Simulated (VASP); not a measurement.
# Sc (I4/mmm) in VASP: settings compared

Sc is run at these levels: PBE, PBE+D3(BJ); tasks: single point.

Everything below comes from runs of VASP 6.6.1. Logs are shortened: lines on timing, memory, paths and dates and some standing lists are left out, and cuts for length are marked.

**1. The cell of the first run**

The structure is tetragonal, space group I4/mmm (No. 139). Conventional cell: a = 3.783 Å, b = 3.783 Å, c = 3.389 Å, α = 90.00°, β = 90.00°, γ = 90.00°. Sc (site symmetry 4/mmm) has 14 Sc at 3.17 to 3.78 Å within 4.2 Å.

**2. Single point, PBE (24.24 Å³/atom)**

Input file INCAR:

```
SYSTEM = Sc
ALGO = Normal
EDIFF = 1E-6
ENCUT = 520
GGA = PE
ISIF = 2
ISMEAR = -1
LASPH = .True.
LCHARG = .False.
LREAL = .False.
LWAVE = .False.
NBANDS = 12
NELM = 60
PREC = Accurate
SIGMA = 0.05
```

Input file KPOINTS:

```
k-points
0
Gamma
  10 10 10
  0 0 0
```

Input file POSCAR:

```
Sc
1.0
   -1.8912941273      1.8912941273      1.6943893030
    1.8912941273     -1.8912941273      1.6943893030
    1.8912941273      1.8912941273     -1.6943893030
Sc
1
Direct
    0.0000000000      0.0000000000      0.0000000000
```

Potentials or basis: VASP PAW PBE potentials, release 64 (Sc_sv).

Command:

```
$ cat potpaw_PBE.64/Sc_sv/POTCAR > POTCAR
$ mpirun -np 1 vasp_std > vasp.out
```

OUTCAR:

```text
SYSTEM = Sc
   EDIFF = 1E-6
   ENCUT = 520
   GGA = PE
   ISIF = 2
   ISMEAR = -1
   LASPH = .True.
   LREAL = .False.
   NELM = 60
   PREC = Accurate

 ion  position               nearest neighbor table
   1  0.000  0.000  0.000-

  LATTYP: Found a body centered tetragonal cell.
 ALAT       =     3.7825882546
 C/A-ratio  =     0.8958888406

  Lattice vectors:

 A1 = (  -1.8912941273,   1.8912941273,   1.6943893030)
 A2 = (   1.8912941273,  -1.8912941273,   1.6943893030)
 A3 = (   1.8912941273,   1.8912941273,  -1.6943893030)

Analysis of symmetry for initial positions (statically):
=====================================================================
 Subroutine PRICEL returns:
 Original cell was already a primitive cell.

 Routine SETGRP: Setting up the symmetry group for a
 body centered tetragonal supercell.

 Subroutine GETGRP returns: Found 16 space group operations
 (whereof 16 operations were pure point group operations)
 out of a pool of 16 trial point group operations.

The static configuration has the point symmetry D_4h.

Analysis of symmetry for dynamics (positions and initial velocities):
=====================================================================
 Subroutine PRICEL returns:
 Original cell was already a primitive cell.

 Routine SETGRP: Setting up the symmetry group for a
 body centered tetragonal supercell.

 Subroutine GETGRP returns: Found 16 space group operations
 (whereof 16 operations were pure point group operations)
 out of a pool of 16 trial point group operations.

The dynamic configuration has the point symmetry D_4h.

 Subroutine INISYM returns: Found 16 space group operations
 (whereof 16 operations are pure point group operations),
 and found     1 'primitive' translations

----------------------------------------------------------------------------------------

                                     Primitive cell

  volume of cell :      24.2433

  direct lattice vectors                    reciprocal lattice vectors
    -1.891294127  1.891294127  1.694389303     0.000000000  0.264369245  0.295091570
     1.891294127 -1.891294127  1.694389303     0.264369245  0.000000000  0.295091570
     1.891294127  1.891294127 -1.694389303     0.264369245  0.264369245  0.000000000

  length of vectors
     3.166218890  3.166218890  3.166218890     0.396194564  0.396194564  0.373874571

  position of ions in fractional coordinates (direct lattice)
     0.000000000  0.000000000  0.000000000

  ion indices of the primitive-cell ions
   primitive index   ion index
                 1           1

----------------------------------------------------------------------------------------

 KPOINTS: k-points

Automatic generation of k-mesh.
 Grid dimensions read from file:
 generate k-points for:   10   10   10

 Generating k-lattice:

  Cartesian coordinates                     Fractional coordinates (reciprocal lattice)
     0.000000000  0.026436924  0.029509157     0.100000000  0.000000000  0.000000000
     0.026436924  0.000000000  0.029509157     0.000000000  0.100000000  0.000000000
     0.026436924  0.026436924  0.000000000     0.000000000  0.000000000  0.100000000

  Length of vectors
     0.039619456  0.039619456  0.037387457

  Shift w.r.t. Gamma in fractional coordinates (k-lattice)
     0.000000000  0.000000000  0.000000000

 Subroutine IBZKPT returns following result:
 ===========================================

 Found    102 irreducible k-points:

 Following reciprocal coordinates:
            Coordinates               Weight
  0.000000  0.000000  0.000000      1.000000
  0.100000 -0.000000  0.000000      8.000000
  0.200000 -0.000000  0.000000      8.000000
  0.300000  0.000000  0.000000      8.000000
  0.400000  0.000000  0.000000      8.000000
  0.500000  0.000000  0.000000      4.000000
[... 16 lines left out ...]
  0.300000  0.300000  0.000000      8.000000
  0.400000  0.300000  0.000000     16.000000
 [... further k-points ...]
   k-points           NKPTS =    102   k-points in BZ     NKDIM =    102   number of bands    NBANDS=     12
   number of dos      NEDOS =    301   number of ions     NIONS =      1
   total plane-waves  NPLWV =  13824
   dimension x,y,z NGX =    24 NGY =   24 NGZ =   24
   dimension x,y,z NGXF=    48 NGYF=   48 NGZF=   48
   ions per type =               1
   NGX,Y,Z   is equivalent  to a cutoff of  12.60, 12.60, 12.60 a.u.
   NGXF,Y,Z  is equivalent  to a cutoff of  25.20, 25.20, 25.20 a.u.
 SYSTEM =  Sc
   PREC   = accura    normal or accurate (medium, high low for compatibility)
   ISTART =      0    job   : 0-new  1-cont  2-samecut
   ICHARG =      2    charge: 1-file 2-atom 10-const
   ISPIN  =      1    spin polarized calculation?
   LNONCOLLINEAR =      F non collinear calculations
   LSORBIT =      F    spin-orbit coupling
   LASPH  =      T    aspherical Exc in radial PAW
   ENCUT  =  520.0 eV  38.22 Ry    6.18 a.u.   5.89  5.89  5.89*2*pi/ulx,y,z
   NELM   =     60;   NELMIN=  2; NELMDL= -5     # of ELM steps
   EDIFF  = 0.1E-05   stopping-criterion for ELM
   LREAL  =      F    real-space projection
   EDIFFG = 0.1E-04   stopping-criterion for IOM
   NSW    =      0    number of steps for IOM
   IBRION =     -1    ionic relax: 0-MD 1-quasi-New 2-CG
   NFREE  =      0    steps in history (QN), initial steepest desc. (CG)
   ISIF   =      2    stress and relaxation
   ISYM   =      2    0-nonsym 1-usesym 2-fastsym
   POTIM  = 0.5000    time-step for ionic-motion
   TEBEG  =    0.0;   TEEND  =   0.0 temperature during run
   PSTRESS=    0.0 pullay stress
   NELECT =      11.0000    total number of electrons
   NUPDOWN=      -1.0000    fix difference up-down
   EMIN   =  10.00;   EMAX   =-10.00  energy-range for DOS
   EFERMI =   0.00;   METHOD = LEGACY
   ISMEAR =    -1;   SIGMA  =   0.05  broadening in eV -4-tet -1-fermi 0-gaus
   EFERMI_NEDOS =   21; number of points for ismear=-14 and -15
   IALGO  =     38    algorithm
   IMIX   =      4    mixing-type and parameters
     AMIX     =   0.40;   BMIX     =  1.00
     AMIX_MAG =   1.60;   BMIX_MAG =  1.00
  volume/ion in A,a.u.               =      24.24       163.60
  Fermi-wavevector in a.u.,A,eV,Ry     =   1.257984  2.377246 21.531559  1.582525
  Thomas-Fermi vector in A             =   2.391616
   LORBIT       =      0    0 simple, 1 ext, 2 COOP (PROOUT), +10 PAW based schemes
   GGA     = PE    functional components
   LHFCALC =     F    Hartree Fock is set to
   AEXX    =    0.0000 exact exchange contribution
   IVDW    =     0    specifies the selected vdW correction
   LEPSILON=     F    determine dielectric tensor
   LRPA    =     F    only Hartree local field effects (RPA)
 non-spin polarized calculation
  energy-cutoff  :      520.00
  volume of cell :       24.24
 maximum number of plane-waves:       665
   NGX = 11   NGY = 11   NGZ = 11

 number of electron      10.9999999 magnetization

 Free energy of the ion-electron system (eV)
  ---------------------------------------------------
  ext. energy  EPLUGINS =         0.00000000
  ---------------------------------------------------
  free energy    TOTEN  =        -6.14745216 eV

  energy without entropy =       -6.12680029  energy(sigma->0) =       -6.13712623

 E-fermi :   3.8891     XC(G=0):  -9.9457

 val. band max:        3.8706540783   @ k =   0.4000   0.2000   0.0000
 cond. band min:       3.8916620889   @ k =   0.5000   0.4000   0.0000
 fundamental gap:      0.0210080106
 Fermi energy:         3.8891011852

 k-point     1 :       0.0000    0.0000    0.0000
  band No.  band energies     occupation
      1     -45.6368      2.00000
      2     -24.0455      2.00000
      3     -24.0455      2.00000
      4     -24.0162      2.00000
      5      -1.3761      2.00000
      6       4.9422      0.00000
      7       5.6667      0.00000
      8       5.6667      0.00000
      9       6.3334      0.00000
     10       7.1539      0.00000
     11      17.5478      0.00000
     12      17.5478      0.00000

 k-point     2 :       0.1000   -0.0000    0.0000
  band No.  band energies     occupation
      1     -45.6299      2.00000
      2     -24.0752      2.00000
      3     -24.0589      2.00000
      4     -24.0305      2.00000
      5      -1.0938      2.00000
      6       4.9600      0.00000
      7       5.5637      0.00000
      8       5.6905      0.00000
      9       6.3738      0.00000
     10       7.0305      0.00000
     11      17.5136      0.00000
     12      17.8254      0.00000

 k-point     3 :       0.2000   -0.0000    0.0000
  band No.  band energies     occupation
      1     -45.6119      2.00000
      2     -24.1789      2.00000
      3     -24.0938      2.00000
      4     -24.0406      2.00000
      5      -0.3003      2.00000
      6       4.7370      0.00000
      7       5.1444      0.00000
      8       6.0998      0.00000
      9       6.5960      0.00000
     10       6.8616      0.00000
     11      16.4970      0.00000
     12      17.1046      0.00000
[... 286 lines left out ...]
 k-point    23 :       0.3000    0.3000    0.0000
  band No.  band energies     occupation
      1     -45.5588      2.00000
      2     -24.3616      2.00000
      3     -24.2792      2.00000
      4     -24.1000      2.00000
      5       3.2356      2.00000
      6       3.5111      1.99896
      7       4.0849      0.03908
      8       6.6773      0.00000
      9       7.4515      0.00000
     10       9.7228      0.00000
     11      11.0825      0.00000
     12      11.2988      0.00000

 k-point    24 :       0.4000    0.3000    0.0000
  band No.  band energies     occupation
      1     -45.5612      2.00000
      2     -24.3582      2.00000
      3     -24.2748      2.00000
      4     -24.0886      2.00000
      5       3.1387      2.00000
      6       3.6625      1.97869
      7       3.9996      0.19781
      8       6.8133      0.00000
      9       6.9999      0.00000
     10       9.5582      0.00000
     11      10.8578      0.00000
     12      11.9461      0.00000

 [... further k-points ...]
[... 5 lines left out ...]
  --------------------------------------------------------------------------------------
  -------------------------------------------------------------------------------------
  Total        0.1494150      0.1494150      0.3219663      0.0000000      0.0000000      0.0000000
  in kB        9.8744646      9.8744646     21.2779435      0.0000000      0.0000000      0.0000000
  external PRESSURE =      13.6756242 kB  Pullay stress =       0.0000000 kB

 VOLUME and BASIS-vectors are now :
 -----------------------------------------------------------------------------
  energy-cutoff  :      520.00
  volume of cell :       24.24
      direct lattice vectors                 reciprocal lattice vectors
    -1.891294127  1.891294127  1.694389303     0.000000000  0.264369245  0.295091570
     1.891294127 -1.891294127  1.694389303     0.264369245  0.000000000  0.295091570
     1.891294127  1.891294127 -1.694389303     0.264369245  0.264369245  0.000000000

 POSITION                                       TOTAL-FORCE (eV/Angst)
 -----------------------------------------------------------------------------------
      0.00000      0.00000      0.00000        -0.000000      0.000000     -0.000000
 -----------------------------------------------------------------------------------
    total drift:                                0.000000      0.000000      0.000000

  FREE ENERGIE OF THE ION-ELECTRON SYSTEM (eV)
  ---------------------------------------------------
  free  energy   TOTEN  =        -6.1474521613 eV

  energy  without entropy=       -6.1268002897  energy(sigma->0) =       -6.13712623
```

Wall time 11 s (1 thread of Intel Xeon Platinum 8488C (Sapphire Rapids), shared host); peak memory 0.15 GiB.

What came out:

```
Free energy            : -6.1475 eV
Pressure               : 1.4 GPa
Band gap on the k mesh : zero (an odd number of electrons rules out a gap without spin polarisation)
```

Stress tensor (GPa, compression positive):
```
0.99 0.00 0.00
0.00 0.99 0.00
0.00 0.00 2.13
```

**3. Single point, PBE (24.75 Å³/atom)**

This run uses another cell than the first one, of 24.75 Å³/atom.

Input file INCAR:

```
PREC = Accurate
ENCUT = 520
EDIFF = 1E-6
ISMEAR = -1
SIGMA = 0.05
LREAL = F
LASPH = T
NELM = 80
ALGO = Normal
ISIF = 2
LWAVE = F
LCHARG = T
GGA = PE
LELF = T
LVHAR = T
NBANDS = 12
```

Input file KPOINTS:

```
regular mesh
0
Gamma
  10 10 10
```

Input file POSCAR:

```
Sc
1.0
   -1.9043379473      1.9043379473      1.7060751157
    1.9043379473     -1.9043379473      1.7060751157
    1.9043379473      1.9043379473     -1.7060751157
Sc
1
Direct
    0.0000000000      0.0000000000      0.0000000000
```

Potentials or basis: VASP PAW PBE potentials, release 64 (Sc_sv).

Command:

```
$ cat potpaw_PBE.64/Sc_sv/POTCAR > POTCAR
$ mpirun -np 1 vasp_std > vasp.out
```

It took 12 s on 1 thread of Intel Xeon Platinum 8488C (Sapphire Rapids), shared host; peak memory 0.16 GiB.

It converged, with:

```
Free energy            : -6.1502 eV
Pressure               : 0.2 GPa
Band gap on the k mesh : zero (an odd number of electrons rules out a gap without spin polarisation)
```

Stress tensor (GPa, compression positive):
```
-0.12  0.00  0.00
 0.00 -0.12  0.00
 0.00  0.00  0.99
```

Levels at points of the mesh, in eV from the Fermi level:
```tsv
k point	band 1	band 2	band 3	band 4	band 5	band 6	band 7	band 8	band 9	band 10
(0.00, 0.00, 0.00)	-49.58	-28.00	-28.00	-27.97	-5.22	1.04	1.74	1.74	2.39	3.19
(0.50, 0.00, 0.00)	-49.51	-28.38	-28.13	-28.01	-1.72	0.06	0.67	2.81	3.54	4.12
(0.50, 0.50, 0.00)	-49.52	-28.39	-28.07	-27.99	-1.85	0.09	0.87	2.30	2.94	4.08
(0.50, 0.50, 0.50)	-49.48	-28.29	-28.29	-28.18	-1.32	-1.09	3.82	3.82	3.96	5.34
```

**4. Single point, PBE+D3(BJ)**

This run uses another cell than the first one, of 25.25 Å³/atom.

Input file INCAR:

```
PREC     = Accurate       # precision mode
ENCUT    = 520            # plane-wave cutoff, eV
EDIFF    = 1E-6           # SCF threshold, eV
ISMEAR   = -1             # smearing method
SIGMA    = 0.05           # smearing width, eV
LREAL    = False          # projectors in reciprocal space
LASPH    = True           # aspherical terms in the spheres
NELM     = 60             # most SCF steps
ALGO     = Fast           # electronic algorithm
ISIF     = 2              # what is computed and relaxed
LWAVE    = False          # write WAVECAR
LCHARG   = False          # write CHGCAR
GGA      = PE             # functional
IVDW     = 12             # dispersion correction
NBANDS   = 12             # bands
```

Input file KPOINTS:

```
Automatic mesh
0
Gamma
  10 10 10
```

Input file POSCAR:

```
Sc
1.0
   -1.9172054859      1.9172054859      1.7176030000
    1.9172054859     -1.9172054859      1.7176030000
    1.9172054859      1.9172054859     -1.7176030000
Sc
1
Direct
    0.0000000000      0.0000000000      0.0000000000
```

Command:

```
$ cat potpaw_PBE.64/Sc_sv/POTCAR > POTCAR
$ mpirun -np 1 vasp_std > vasp.out
```

Run time: 15 s. Hardware: 1 thread of Intel Xeon Platinum 8488C (Sapphire Rapids), shared host; peak memory 0.16 GiB.

Results (log left out):

| Quantity | Value |
| --- | --- |
| Free energy | -6.5280 eV |
| Pressure | -3.2 GPa |
| Band gap on the k mesh | zero (an odd number of electrons rules out a gap without spin polarisation) |
| Dispersion energy per atom | -0.378 eV |

Stress tensor (GPa, compression positive):
```
-3.58  0.00  0.00
 0.00 -3.58  0.00
 0.00  0.00 -2.54
```

Levels at points of the mesh, in eV from the Fermi level:
```csv
k point,band 1,band 2,band 3,band 4,band 5,band 6,band 7,band 8,band 9,band 10
"(0.00, 0.00, 0.00)",-49.63,-28.07,-28.07,-28.04,-5.18,1.02,1.71,1.71,2.34,3.12
"(0.50, 0.00, 0.00)",-49.57,-28.41,-28.19,-28.08,-1.69,0.06,0.63,2.74,3.45,4.02
"(0.50, 0.50, 0.00)",-49.58,-28.43,-28.13,-28.05,-1.83,0.06,0.86,2.25,2.87,3.98
"(0.50, 0.50, 0.50)",-49.54,-28.34,-28.34,-28.24,-1.27,-1.05,3.73,3.73,3.86,5.23
```

Caveat: three body term missing; the cell stands under tension.

**5. Single point, PBE (25.76 Å³/atom)**

This run uses another cell than the first one, of 25.76 Å³/atom.

Input file INCAR:

```
PREC     = Accurate       # precision mode
ENCUT    = 520            # plane-wave cutoff, eV
EDIFF    = 1E-7           # SCF threshold, eV
ISMEAR   = -1             # smearing method
SIGMA    = 0.05           # smearing width, eV
LREAL    = False          # projectors in reciprocal space
LASPH    = True           # aspherical terms in the spheres
NELM     = 80             # most SCF steps
ALGO     = Normal         # electronic algorithm
ISIF     = 2              # what is computed and relaxed
LWAVE    = False          # write WAVECAR
LCHARG   = True           # write CHGCAR
GGA      = PE             # functional
LELF     = True           # ELF
LVHAR    = True         
NBANDS   = 12             # bands
```

KPOINTS is that of step 4.

Input file POSCAR:

```
Sc
1.0
   -1.9299025810      1.9299025810      1.7289781858
    1.9299025810     -1.9299025810      1.7289781858
    1.9299025810      1.9299025810     -1.7289781858
Sc
1
Direct
    0.0000000000      0.0000000000      0.0000000000
```

Command:

```
$ cat potpaw_PBE.64/Sc_sv/POTCAR > POTCAR
$ mpirun -np 1 vasp_std > vasp.out
```

Wall time 13 s (1 thread of Intel Xeon Platinum 8488C (Sapphire Rapids), shared host); peak memory 0.15 GiB.

The run converged. Its results:

```yaml
Free_energy: -6.1459 eV
Pressure: -1.7 GPa
Band_gap_on_the_k_mesh: zero (an odd number of electrons rules out a gap without spin polarisation)
```

Stress tensor (GPa, compression positive):
```
-2.07  0.00  0.00
 0.00 -2.07  0.00
 0.00  0.00 -1.02
```

Levels at points of the mesh, in eV from the Fermi level:
| k point | band 2 | band 3 | band 4 | band 5 | band 6 | band 7 | band 8 | band 9 |
| --- | --- | --- | --- | --- | --- | --- | --- | --- |
| (0.00, 0.00, 0.00) | -28.13 | -28.13 | -28.10 | -5.14 | 1.00 | 1.67 | 1.67 | 2.29 |
| (0.50, 0.00, 0.00) | -28.45 | -28.24 | -28.14 | -1.66 | 0.07 | 0.59 | 2.68 | 3.37 |
| (0.50, 0.50, 0.00) | -28.47 | -28.19 | -28.11 | -1.80 | 0.03 | 0.85 | 2.20 | 2.81 |
| (0.50, 0.50, 0.50) | -28.38 | -28.38 | -28.29 | -1.23 | -1.02 | 3.64 | 3.64 | 3.77 |

**6. Overview**

| level | cell | gap on the mesh (eV) | pressure (GPa) |
| --- | --- | --- | --- |
| PBE | a = 3.166 Å, angles 106.6, 106.6, 115.3°, 1 atom | none | 1.4 |
| PBE | a = 3.188 Å, angles 106.6, 106.6, 115.3°, 1 atom | none | 0.2 |
| PBE+D3(BJ) | a = 3.210 Å, angles 106.6, 106.6, 115.3°, 1 atom | none | -3.2 |
| PBE | a = 3.231 Å, angles 106.6, 106.6, 115.3°, 1 atom | none | -1.7 |

Alike in all rows: task single point; potentials or basis VASP PAW PBE potentials, release 64 (Sc_sv); no spin polarisation; k mesh 10 × 10 × 10; cutoff (eV) 520; smearing fermi-dirac 0.05 eV.

Caveats: three body term missing (at least some runs); the cell stands under tension (at least some runs).

Absolute energies hang on the potentials; compare differences alone.
